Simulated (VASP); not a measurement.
# Na2S (Fm-3m) in VASP: settings compared, part 2 of 2

VASP 6.6.1. Earlier steps stand in the parts before.

### Step 3. Relaxation of cell and atoms, LDA

Input file INCAR:

```
ALGO = Normal
EDIFF = 1E-7
EDIFFG = -0.005
ENCUT = 500
GGA = CA
GGA_COMPAT = False
IBRION = 2
ISIF = 3
ISMEAR = -1
LASPH = True
LCHARG = False
LREAL = False
LWAVE = False
NELM = 120
NELMIN = 4
NSW = 80
PREC = Accurate
SIGMA = 0.02
```

Input file KPOINTS:

```
k-points
0
Gamma
  6 6 6
```

Input file POSCAR:

```
Na2S
1.0
    0.0000000000      3.2836251943      3.2836251943
    3.2836251943      0.0000000000      3.2836251943
    3.2836251943      3.2836251943      0.0000000000
Na S
2 1
Direct
    0.2500000000      0.2500000000      0.2500000000
    0.7500000000      0.7500000000      0.7500000000
    0.0000000000      0.0000000000      0.0000000000
```

Potentials or basis: VASP PAW LDA potentials, release 64 (Na_pv, S).

On the command line:

```console
cat potpaw_LDA.64/Na_pv/POTCAR potpaw_LDA.64/S/POTCAR > POTCAR
mpirun -np 1 vasp_std > vasp.out
```

Wall time 79 s (1 thread of Intel Xeon 8259CL, shared host); peak memory 0.17 GiB.

It converged, with:

```yaml
Free_energy: -10.9137 eV
Relaxed_volume: 21.70 Å³/atom
Relaxed_cell: a = 4.516 Å, b = 4.516 Å, c = 4.516 Å, α = 60.00°, β = 60.00°, γ = 60.00°
Space_group_after_relaxing_to_0.1_Å: Fm-3m (No. 225)
Energy_gained_by_relaxing: 15.2 meV/atom
Ionic_steps: 4
Pressure_after_relaxing: 0.0 GPa
Band_gap_on_the_k_mesh: 2.49 eV
```

Step by step:
```
step  energy change (eV)  largest force (eV/Å)  pressure (GPa)  volume (Å³)
   1              0.0000                0.0000           -2.38        70.81
   2             -0.0384                0.0000           -1.03        67.27
   3             -0.0456                0.0000           -0.07        65.25
   4             -0.0456                0.0000            0.01        65.10
```

Final structure:
```
Na S
1.0
     0.00000    3.19295    3.19295
     3.19295    0.00000    3.19295
     3.19295    3.19295    0.00000
Na S
2 1
Direct
  0.25000 0.25000 0.25000
  0.75000 0.75000 0.75000
  0.00000 0.00000 0.00000
```

Levels at points of the mesh, in eV from the valence-band top:
```
           k point  band 7  band 8  band 9  band 10  band 11  band 12  band 13  band 14
(0.00, 0.00, 0.00)  -10.20    0.00    0.00     0.00     2.49     7.77     7.77     7.77
(0.50, 0.00, 0.00)   -9.89   -1.83   -0.14    -0.14     4.84     6.56     7.11     7.11
(0.50, 0.50, 0.00)   -9.79   -1.64   -0.50    -0.50     3.67     5.99     8.81     9.98
```

### Step 4. Single point, r2SCAN

This run uses another cell than the first one, of 23.00 Å³/atom.

Input file POSCAR:

```
Na2S
1.0
    0.0000000000      3.2554374590      3.2554374590
    3.2554374590      0.0000000000      3.2554374590
    3.2554374590      3.2554374590      0.0000000000
Na S
2 1
Direct
    0.2500000000      0.2500000000      0.2500000000
    0.7500000000      0.7500000000      0.7500000000
    0.0000000000      0.0000000000      0.0000000000
```

Input file INCAR.step1:

```
PREC = Accurate ; ENCUT = 550
ISMEAR = 0 ; SIGMA = 0.01
LREAL = F ; LASPH = T
NELM = 120 ; NBANDS = 17
GGA = PE ; ALGO = Normal
EDIFF = 1E-5 ; LWAVE = T
LCHARG = F ; GGA_COMPAT = F
```

Input file INCAR.step2:

```
PREC = Accurate ; ENCUT = 550
EDIFF = 1E-6 ; ISMEAR = 0
SIGMA = 0.01 ; LREAL = F
LASPH = T ; NELM = 120
ALGO = Normal ; ISIF = 2
LWAVE = F ; LCHARG = F
METAGGA = R2SCAN ; LMIXTAU = T
NBANDS = 17 ; ISTART = 1
GGA_COMPAT = F
```

Input file KPOINTS:

```
Automatic mesh
0
Gamma
  8 8 8
```

Potentials or basis: VASP PAW PBE potentials, release 64 (Na_pv, S).

On the command line:

```console
cat potpaw_PBE.64/Na_pv/POTCAR potpaw_PBE.64/S/POTCAR > POTCAR
cp INCAR.step1 INCAR
mpirun -np 1 vasp_std > vasp.out
cp INCAR.step2 INCAR
mpirun -np 1 vasp_std > vasp.out
```

OUTCAR:

```text
PREC = Accurate
   ENCUT = 550
   EDIFF = 1E-6
   ISMEAR = 0
   LREAL = F
   LASPH = T
   NELM = 120
   ISIF = 2
   METAGGA = R2SCAN
   ISTART = 1

 ion  position               nearest neighbor table
   1  0.250  0.250  0.250-
   2  0.750  0.750  0.750-
   3  0.000  0.000  0.000-

  LATTYP: Found a face centered cubic cell.
 ALAT       =     6.5108749180

  Lattice vectors:

[... 668 lines left out ...]

------------------------ aborting loop because EDIFF is reached ----------------------------------------

  FORCE on cell =-STRESS in cart. coord.  units (eV):
  Direction    XX          YY          ZZ          XY          YZ          ZX
  --------------------------------------------------------------------------------------
  -------------------------------------------------------------------------------------
  Total       -0.0288525     -0.0288525     -0.0288525     -0.0000000      0.0000000     -0.0000000
  in kB       -0.6699404     -0.6699404     -0.6699404     -0.0000000      0.0000000     -0.0000000
  external PRESSURE =      -0.6699404 kB  Pullay stress =       0.0000000 kB

 VOLUME and BASIS-vectors are now :
 -----------------------------------------------------------------------------
  energy-cutoff  :      550.00
  volume of cell :       69.00
      direct lattice vectors                 reciprocal lattice vectors
     0.000000000  3.255437459  3.255437459    -0.153589189  0.153589189  0.153589189
     3.255437459  0.000000000  3.255437459     0.153589189 -0.153589189  0.153589189
     3.255437459  3.255437459  0.000000000     0.153589189  0.153589189 -0.153589189

 POSITION                                       TOTAL-FORCE (eV/Angst)
 -----------------------------------------------------------------------------------
      1.62772      1.62772      1.62772         0.000000      0.000000      0.000000
      4.88316      4.88316      4.88316        -0.000000     -0.000000     -0.000000
      0.00000      0.00000      0.00000         0.000000      0.000000      0.000000
 -----------------------------------------------------------------------------------
    total drift:                                0.000000      0.000000      0.000000

  FREE ENERGIE OF THE ION-ELECTRON SYSTEM (eV)
  ---------------------------------------------------
  free  energy   TOTEN  =       -18.9673117352 eV

  energy  without entropy=      -18.9673117352  energy(sigma->0) =      -18.96731174
```

OSZICAR.step1:

```text
N       E                     dE             d eps       ncg     rms          rms(c)
DAV:   1     0.150851887592E+03    0.15085E+03   -0.10503E+04   986   0.127E+03
DAV:   2     0.435509129781E+00   -0.15042E+03   -0.14585E+03  1066   0.332E+02
DAV:   3    -0.105958533082E+02   -0.11031E+02   -0.10967E+02  1225   0.874E+01
DAV:   4    -0.108147219705E+02   -0.21887E+00   -0.21859E+00  1230   0.131E+01
DAV:   5    -0.108186998656E+02   -0.39779E-02   -0.39775E-02  1266   0.175E+00    0.372E+00
DAV:   6    -0.100131998661E+02    0.80550E+00   -0.15780E+00  1344   0.553E+00    0.297E+00
DAV:   7    -0.996052928731E+01    0.52671E-01   -0.25486E-01  1147   0.211E+00    0.194E+00
DAV:   8    -0.997008340715E+01   -0.95541E-02   -0.19071E-02  1059   0.111E+00    0.566E-01
DAV:   9    -0.996994322221E+01    0.14018E-03   -0.37598E-04  1301   0.146E-01    0.521E-01
DAV:  10    -0.997160063549E+01   -0.16574E-02   -0.78190E-03  1011   0.461E-01    0.540E-01
DAV:  11    -0.997145883993E+01    0.14180E-03   -0.39382E-04  1134   0.118E-01    0.236E-01
DAV:  12    -0.997144482438E+01    0.14016E-04   -0.92345E-05  1064   0.450E-02    0.754E-02
DAV:  13    -0.997145670260E+01   -0.11878E-04   -0.12827E-04  1053   0.594E-02    0.370E-02
DAV:  14    -0.997145530738E+01    0.13952E-05   -0.83617E-06   960   0.159E-02
   1 F= -.99714553E+01 E0= -.99714553E+01  d E =-.133238E-19
```

Wall time 3.8 min (1 thread of Intel Xeon 8259CL, shared host); peak memory 0.22 GiB.

Results:

| Property | Result |
| --- | --- |
| Free energy | -18.9673 eV |
| Pressure | -0.1 GPa |
| Band gap on the k mesh | 3.11 eV |

Caveat: the PAW data sets were made with another functional, which shifts forces and pressure a little. A k mesh can miss the band edges.

### Step 5. Overview

```tsv
task	level	potentials or basis	cell	k mesh	cutoff (eV)	smearing	gap on the mesh (eV)	pressure (GPa)	relaxed volume (Å³/atom)
relaxation of cell and atoms	PBEsol	VASP PAW PBE potentials, release 64 (Na_pv, S)	relaxed from a = 4.644 Å, angles 60.0°, 3 atoms	6 × 6 × 6	500	fermi-dirac 0.02 eV	2.42	0.0	22.93
relaxation of cell and atoms	LDA	VASP PAW LDA potentials, release 64 (Na_pv, S)	relaxed from a = 4.644 Å, angles 60.0°, 3 atoms	6 × 6 × 6	500	fermi-dirac 0.02 eV	2.49	0.0	21.70
single point	r2SCAN	VASP PAW PBE potentials, release 64 (Na_pv, S)	a = 4.604 Å, angles 60.0°, 3 atoms	8 × 8 × 8	550	gaussian 0.01 eV	3.11	-0.1	-
```

Alike in all rows: no spin polarisation.

Caveats: the PAW data sets were made with another functional, which shifts forces and pressure a little (at least some runs).

Total energies depend on the potentials used, so only differences within one code and one set of settings carry meaning.
